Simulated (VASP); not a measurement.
# Nb (P6/mmm) in VASP: notebook

Nb is run at these levels: PBE; tasks: single point.

Everything below comes from runs of VASP 6.6.1. Logs are shortened: lines on timing, memory, paths and dates and some standing lists are left out, and cuts for length are marked.

### Step 1. The cell of the first run

It takes space group P6/mmm (No. 191, hexagonal). The conventional cell has a = 4.883 Å, b = 4.883 Å, c = 2.688 Å, α = 90.00°, β = 90.00°, γ = 120.00°. Nb (site symmetry 6/mmm) has 14 Nb at 2.69 to 3.12 Å within 3.5 Å. Nb (site symmetry -6m2) has 11 Nb at 2.69 to 3.12 Å within 3.5 Å.

This isn't the form of Nb at room conditions, which is bcc.

### Step 2. Single point, PBE (18.50 Å³/atom)

The input, INCAR:

```
PREC = Accurate ; ENCUT = 500
EDIFF = 1E-6 ; ISMEAR = -1
SIGMA = 0.1 ; LREAL = False
LASPH = True ; NELM = 120
ALGO = Normal ; ISIF = 2
LWAVE = False ; LCHARG = False
GGA = PE ; NBANDS = 26
GGA_COMPAT = False
```

The input, KPOINTS:

```
regular mesh
0
Gamma
  9 9 13
```

The input, POSCAR:

```
Nb
1.0
    4.8828431968      0.0000000000      0.0000000000
   -2.4414215984      4.2286662511      0.0000000000
    0.0000000000      0.0000000000      2.6879119296
Nb
3
Direct
    0.0000000000      0.0000000000      0.0000000000
    0.3333333333      0.6666666667      0.5000000000
    0.6666666667      0.3333333333      0.5000000000
```

Potentials or basis: VASP PAW PBE potentials, release 64 (Nb_sv).

Started as:

```sh
cat potpaw_PBE.64/Nb_sv/POTCAR > POTCAR
mpirun -np 1 vasp_std > vasp.out
```

OUTCAR:

```text
PREC = Accurate
   ENCUT = 500
   EDIFF = 1E-6
   ISMEAR = -1
   LREAL = False
   LASPH = True
   NELM = 120
   ISIF = 2
   GGA = PE

 ion  position               nearest neighbor table
   1  0.000  0.000  0.000-
   2  0.333  0.667  0.500-   3 2.82   3 2.82   3 2.82
   3  0.667  0.333  0.500-   2 2.82   2 2.82   2 2.82

  LATTYP: Found a hexagonal cell.
 ALAT       =     4.8828431968
 C/A-ratio  =     0.5504809025

  Lattice vectors:

 A1 = (   4.8828431968,   0.0000000000,   0.0000000000)
 A2 = (  -2.4414215984,   4.2286662511,   0.0000000000)
 A3 = (   0.0000000000,   0.0000000000,   2.6879119296)

Analysis of symmetry for initial positions (statically):
=====================================================================
 Subroutine PRICEL returns:
 Original cell was already a primitive cell.

 Routine SETGRP: Setting up the symmetry group for a
 hexagonal supercell.

 Subroutine GETGRP returns: Found 24 space group operations
 (whereof 24 operations were pure point group operations)
 out of a pool of 24 trial point group operations.

The static configuration has the point symmetry D_6h.

Analysis of symmetry for dynamics (positions and initial velocities):
=====================================================================
 Subroutine PRICEL returns:
 Original cell was already a primitive cell.

 Routine SETGRP: Setting up the symmetry group for a
 hexagonal supercell.

 Subroutine GETGRP returns: Found 24 space group operations
 (whereof 24 operations were pure point group operations)
 out of a pool of 24 trial point group operations.

The dynamic configuration has the point symmetry D_6h.

 Subroutine INISYM returns: Found 24 space group operations
 (whereof 24 operations are pure point group operations),
 and found     1 'primitive' translations

----------------------------------------------------------------------------------------

                                     Primitive cell

  volume of cell :      55.4998

  direct lattice vectors                    reciprocal lattice vectors
     4.882843197  0.000000000  0.000000000     0.204798712  0.118240592  0.000000000
    -2.441421598  4.228666251  0.000000000     0.000000000  0.236481184  0.000000000
     0.000000000  0.000000000  2.687911930     0.000000000  0.000000000  0.372035999

  length of vectors
     4.882843197  4.882843197  2.687911930     0.236481184  0.236481184  0.372035999

  position of ions in fractional coordinates (direct lattice)
     0.000000000  0.000000000  0.000000000
     0.333333333  0.666666667  0.500000000
     0.666666667  0.333333333  0.500000000

  ion indices of the primitive-cell ions
   primitive index   ion index
                 1           1
                 2           2
                 3           3

----------------------------------------------------------------------------------------

 KPOINTS: regular mesh

Automatic generation of k-mesh.
 Grid dimensions read from file:
 generate k-points for:    9    9   13

 Generating k-lattice:

  Cartesian coordinates                     Fractional coordinates (reciprocal lattice)
     0.022755412  0.013137844  0.000000000     0.111111111  0.000000000  0.000000000
     0.000000000  0.026275687  0.000000000     0.000000000  0.111111111  0.000000000
     0.000000000  0.000000000  0.028618154     0.000000000  0.000000000  0.076923077

  Length of vectors
     0.026275687  0.026275687  0.028618154

  Shift w.r.t. Gamma in fractional coordinates (k-lattice)
     0.000000000  0.000000000  0.000000000

 Subroutine IBZKPT returns following result:
 ===========================================

 Found     84 irreducible k-points:

 Following reciprocal coordinates:
            Coordinates               Weight
  0.000000  0.000000  0.000000      1.000000
  0.111111 -0.000000  0.000000      6.000000
  0.222222  0.000000  0.000000      6.000000
  0.333333  0.000000  0.000000      6.000000
  0.444444  0.000000  0.000000      6.000000
  0.111111  0.111111  0.000000      6.000000
[... 16 lines left out ...]
  0.333333  0.222222  0.076923     24.000000
  0.333333  0.333333  0.076923      4.000000
 [... further k-points ...]
   k-points           NKPTS =     84   k-points in BZ     NKDIM =     84   number of bands    NBANDS=     26
   number of dos      NEDOS =    301   number of ions     NIONS =      3
   total plane-waves  NPLWV =  25920
   dimension x,y,z NGX =    36 NGY =   36 NGZ =   20
   dimension x,y,z NGXF=    72 NGYF=   72 NGZF=   40
   ions per type =               3
   NGX,Y,Z   is equivalent  to a cutoff of  12.26, 12.26, 12.37 a.u.
   NGXF,Y,Z  is equivalent  to a cutoff of  24.51, 24.51, 24.74 a.u.
 SYSTEM =  unknown system
   PREC   = accura    normal or accurate (medium, high low for compatibility)
   ISTART =      0    job   : 0-new  1-cont  2-samecut
   ICHARG =      2    charge: 1-file 2-atom 10-const
   ISPIN  =      1    spin polarized calculation?
   LNONCOLLINEAR =      F non collinear calculations
   LSORBIT =      F    spin-orbit coupling
   LASPH  =      T    aspherical Exc in radial PAW
   ENCUT  =  500.0 eV  36.75 Ry    6.06 a.u.   8.90  8.90  4.90*2*pi/ulx,y,z
   NELM   =    120;   NELMIN=  2; NELMDL= -5     # of ELM steps
   EDIFF  = 0.1E-05   stopping-criterion for ELM
   LREAL  =      F    real-space projection
   EDIFFG = 0.1E-04   stopping-criterion for IOM
   NSW    =      0    number of steps for IOM
   IBRION =     -1    ionic relax: 0-MD 1-quasi-New 2-CG
   NFREE  =      0    steps in history (QN), initial steepest desc. (CG)
   ISIF   =      2    stress and relaxation
   ISYM   =      2    0-nonsym 1-usesym 2-fastsym
   POTIM  = 0.5000    time-step for ionic-motion
   TEBEG  =    0.0;   TEEND  =   0.0 temperature during run
   PSTRESS=    0.0 pullay stress
   NELECT =      39.0000    total number of electrons
   NUPDOWN=      -1.0000    fix difference up-down
   EMIN   =  10.00;   EMAX   =-10.00  energy-range for DOS
   EFERMI =   0.00;   METHOD = LEGACY
   ISMEAR =    -1;   SIGMA  =   0.10  broadening in eV -4-tet -1-fermi 0-gaus
   EFERMI_NEDOS =   21; number of points for ismear=-14 and -15
   IALGO  =     38    algorithm
   IMIX   =      4    mixing-type and parameters
     AMIX     =   0.40;   BMIX     =  1.00
     AMIX_MAG =   1.60;   BMIX_MAG =  1.00
  volume/ion in A,a.u.               =      18.50       124.84
  Fermi-wavevector in a.u.,A,eV,Ry     =   1.455457  2.750414 28.821959  2.118354
  Thomas-Fermi vector in A             =   2.572489
   LORBIT       =      0    0 simple, 1 ext, 2 COOP (PROOUT), +10 PAW based schemes
   GGA     = PE    functional components
   LHFCALC =     F    Hartree Fock is set to
   AEXX    =    0.0000 exact exchange contribution
   IVDW    =     0    specifies the selected vdW correction
   LEPSILON=     F    determine dielectric tensor
   LRPA    =     F    only Hartree local field effects (RPA)
 non-spin polarized calculation
  energy-cutoff  :      500.00
  volume of cell :       55.50
 maximum number of plane-waves:      1437
 NGX is ok and might be reduce to    36
   NGX = 17   NGY = 17   NGZ =  9

 number of electron      39.0000005 magnetization

 Free energy of the ion-electron system (eV)
  ---------------------------------------------------
  ext. energy  EPLUGINS =         0.00000000
  ---------------------------------------------------
  free energy    TOTEN  =       -30.10294085 eV

  energy without entropy =      -30.00053821  energy(sigma->0) =      -30.05173953

 E-fermi :  11.0139     XC(G=0): -12.3482

 val. band max:       11.0106230139   @ k =   0.2222   0.2222   0.3077
 cond. band min:      11.0232826918   @ k =   0.2222   0.1111   0.2308
 fundamental gap:      0.0126596779
 Fermi energy:        11.0138846901

 k-point     1 :       0.0000    0.0000    0.0000
  band No.  band energies     occupation
      1     -43.6428      2.00000
      2     -43.4648      2.00000
      3     -43.4073      2.00000
      4     -19.9659      2.00000
      5     -19.9659      2.00000
      6     -19.7634      2.00000
[... 18 lines left out ...]
     25      13.9334      0.00000
     26      13.9334      0.00000

 k-point     2 :       0.1111   -0.0000    0.0000
  band No.  band energies     occupation
      1     -43.6356      2.00000
      2     -43.4672      2.00000
      3     -43.4124      2.00000
      4     -20.0219      2.00000
      5     -19.9984      2.00000
      6     -19.6974      2.00000
[... 18 lines left out ...]
     25      14.3251      0.00000
     26      14.3682      0.00000

 k-point     3 :       0.2222    0.0000    0.0000
  band No.  band energies     occupation
      1     -43.6149      2.00000
      2     -43.4744      2.00000
      3     -43.4265      2.00000
      4     -20.1083      2.00000
      5     -20.0125      2.00000
      6     -19.5816      2.00000
[... 18 lines left out ...]
     25      14.7507      0.00000
     26      14.8872      0.00000

 k-point     4 :       0.3333    0.0000    0.0000
  band No.  band energies     occupation
      1     -43.5840      2.00000
      2     -43.4879      2.00000
      3     -43.4447      2.00000
      4     -20.1760      2.00000
      5     -19.9594      2.00000
      6     -19.4689      2.00000
[... 18 lines left out ...]
     25      15.0689      0.00000
     26      15.2101      0.00000
[... 496 lines left out ...]
      1     -43.5552      2.00000
      2     -43.4792      2.00000
      3     -43.4484      2.00000
      4     -20.0975      2.00000
      5     -19.9980      2.00000
      6     -19.5511      2.00000
[... 18 lines left out ...]
     25      14.3076      0.00000
     26      15.2640      0.00000

 k-point    23 :       0.3333    0.2222    0.0769
  band No.  band energies     occupation
      1     -43.5230      2.00000
      2     -43.4943      2.00000
      3     -43.4660      2.00000
      4     -20.0972      2.00000
      5     -19.9118      2.00000
      6     -19.7235      2.00000
[... 18 lines left out ...]
     25      13.9705      0.00000
     26      14.8541      0.00000

 k-point    24 :       0.3333    0.3333    0.0769
  band No.  band energies     occupation
      1     -43.5018      2.00000
      2     -43.4908      2.00000
      3     -43.4908      2.00000
      4     -20.0485      2.00000
      5     -19.8603      2.00000
      6     -19.8603      2.00000
[... 18 lines left out ...]
     25      14.4166      0.00000
     26      14.4191      0.00000

 [... further k-points ...]

------------------------ aborting loop because EDIFF is reached ----------------------------------------

  FORCE on cell =-STRESS in cart. coord.  units (eV):
  Direction    XX          YY          ZZ          XY          YZ          ZX
  --------------------------------------------------------------------------------------
  -------------------------------------------------------------------------------------
  Total        0.0086431      0.0086431     -0.3291905      0.0000000      0.0000000      0.0000000
  in kB        0.2495108      0.2495108     -9.5031300      0.0000000      0.0000000      0.0000000
  external PRESSURE =      -3.0013695 kB  Pullay stress =       0.0000000 kB

 VOLUME and BASIS-vectors are now :
 -----------------------------------------------------------------------------
  energy-cutoff  :      500.00
  volume of cell :       55.50
      direct lattice vectors                 reciprocal lattice vectors
     4.882843197  0.000000000  0.000000000     0.204798712  0.118240592  0.000000000
    -2.441421598  4.228666251  0.000000000     0.000000000  0.236481184  0.000000000
     0.000000000  0.000000000  2.687911930     0.000000000  0.000000000  0.372035999

 POSITION                                       TOTAL-FORCE (eV/Angst)
 -----------------------------------------------------------------------------------
      0.00000      0.00000      0.00000         0.000000      0.000000      0.000000
     -0.00000      2.81911      1.34396         0.000000     -0.000000     -0.000000
      2.44142      1.40956      1.34396        -0.000000      0.000000      0.000000
 -----------------------------------------------------------------------------------
    total drift:                                0.000000      0.000000     -0.000000

  FREE ENERGIE OF THE ION-ELECTRON SYSTEM (eV)
  ---------------------------------------------------
  free  energy   TOTEN  =       -30.1029408538 eV

  energy  without entropy=      -30.0005382057  energy(sigma->0) =      -30.05173953
```

It took 2.1 min on 1 thread of Intel Xeon 8259CL, shared host; peak memory 0.22 GiB.

Results:

```
Free energy            : -30.1029 eV
Pressure               : -0.3 GPa
Band gap on the k mesh : zero (an odd number of electrons rules out a gap without spin polarisation)
```

Stress tensor (GPa, compression positive):
```
 0.02  0.00  0.00
 0.00  0.02  0.00
 0.00  0.00 -0.95
```

Levels at points of the mesh, in eV from the Fermi level:
| k point | band 16 | band 17 | band 18 | band 19 | band 20 | band 21 | band 22 | band 23 | band 24 | band 25 |
| --- | --- | --- | --- | --- | --- | --- | --- | --- | --- | --- |
| (0.00, 0.00, 0.00) | -1.19 | -1.19 | -1.19 | -1.19 | -0.97 | 0.62 | 0.62 | 2.89 | 2.89 | 2.92 |

### Step 3. Single point, PBE (19.24 Å³/atom)

This run uses another cell than the first one, of 19.24 Å³/atom.

The input, INCAR:

```
SYSTEM = Nb
PREC = Accurate
ENCUT = 500
EDIFF = 1E-6
ISMEAR = -1
SIGMA = 0.1
LREAL = .False.
LASPH = .True.
NELM = 120
ALGO = Normal
ISIF = 2
LWAVE = .False.
LCHARG = .False.
GGA = PE
NBANDS = 26
GGA_COMPAT = .False.
```

The input, KPOINTS:

```
regular mesh
0
Gamma
  9 9 13
  0 0 0
```

The input, POSCAR:

```
Nb
1.0
    4.9470985022      0.0000000000      0.0000000000
   -2.4735492511      4.2843129779      0.0000000000
    0.0000000000      0.0000000000      2.7232832481
Nb
3
Direct
    0.0000000000      0.0000000000      0.0000000000
    0.3333333333      0.6666666667      0.5000000000
    0.6666666667      0.3333333333      0.5000000000
```

Potentials or basis: VASP PAW PBE potentials, release 64 (Nb_sv).

Started as:

```sh
cat potpaw_PBE.64/Nb_sv/POTCAR > POTCAR
mpirun -np 1 vasp_std > vasp.out
```

It took 2.3 min on 1 thread of Intel Xeon 8259CL, shared host; peak memory 0.22 GiB.

The run converged. Its results:

| Item | Value |
| --- | --- |
| Free energy | -30.0584 eV |
| Pressure | -6.2 GPa |
| Band gap on the k mesh | zero (an odd number of electrons rules out a gap without spin polarisation) |

Stress tensor (GPa, compression positive):
```
-5.69  0.00  0.00
 0.00 -5.69  0.00
 0.00  0.00 -7.32
```

Levels at points of the mesh, in eV from the Fermi level:
```tsv
k point	band 16	band 17	band 18	band 19	band 20	band 21	band 22	band 23	band 24	band 25
(0.00, 0.00, 0.00)	-1.18	-1.18	-1.17	-1.17	-0.92	0.61	0.61	2.78	2.78	2.80
```

Caveat: the cell stands under tension.

### Step 4. Single point, PBE (19.98 Å³/atom)

This run uses another cell than the first one, of 19.98 Å³/atom.

The input, INCAR:

```
SYSTEM = Nb
PREC = Accurate ; ENCUT = 500
EDIFF = 1E-6 ; ISMEAR = -1
SIGMA = 0.1 ; LREAL = .False.
LASPH = .True. ; NELM = 120
ALGO = Normal ; ISIF = 2
LWAVE = .False. ; LCHARG = .True.
GGA = PE ; LELF = .True.
LVHAR = .True. ; NBANDS = 26
GGA_COMPAT = .False.
```

The input, KPOINTS:

```
Automatic mesh
0
Gamma
  9 9 13
  0 0 0
```

The input, POSCAR:

```
Nb
1.0
    5.0097266507      0.0000000000      0.0000000000
   -2.5048633254      4.3385505456      0.0000000000
    0.0000000000      0.0000000000      2.7577588478
Nb
3
Direct
    0.0000000000      0.0000000000      0.0000000000
    0.3333333333      0.6666666667      0.5000000000
    0.6666666667      0.3333333333      0.5000000000
```

Started as:

```sh
cat potpaw_PBE.64/Nb_sv/POTCAR > POTCAR
mpirun -np 1 vasp_std > vasp.out
```

Wall time 2.8 min (1 thread of Intel Xeon 8259CL, shared host); peak memory 0.24 GiB.

Results (log left out):

```yaml
Free_energy: -29.9390 eV
Pressure: -11.1 GPa
Band_gap_on_the_k_mesh: zero (an odd number of electrons rules out a gap without spin polarisation)
```

Stress tensor (GPa, compression positive):
```
-10.40   0.00   0.00
  0.00 -10.40   0.00
  0.00   0.00 -12.56
```

Levels at points of the mesh, in eV from the Fermi level:
```csv
k point,band 17,band 18,band 19,band 20,band 21,band 22,band 23,band 24
"(0.00, 0.00, 0.00)",-1.16,-1.15,-1.15,-0.88,0.60,0.60,2.67,2.67
```

Caveat: the cell stands under tension.

### Step 5. Summary

| cell | gap on the mesh (eV) | pressure (GPa) |
| --- | --- | --- |
| a = 4.883, b = 4.883, c = 2.688 Å, angles 90.0, 90.0, 120.0°, 3 atoms | none | -0.3 |
| a = 4.947, b = 4.947, c = 2.723 Å, angles 90.0, 90.0, 120.0°, 3 atoms | none | -6.2 |
| a = 5.010, b = 5.010, c = 2.758 Å, angles 90.0, 90.0, 120.0°, 3 atoms | none | -11.1 |

Alike in all rows: task single point; level PBE; potentials or basis VASP PAW PBE potentials, release 64 (Nb_sv); no spin polarisation; k mesh 9 × 9 × 13; cutoff (eV) 500; smearing fermi-dirac 0.1 eV.

Caveats: the cell stands under tension (at least some runs).

Total energies depend on the potentials used, so only differences within one code and one set of settings carry meaning.
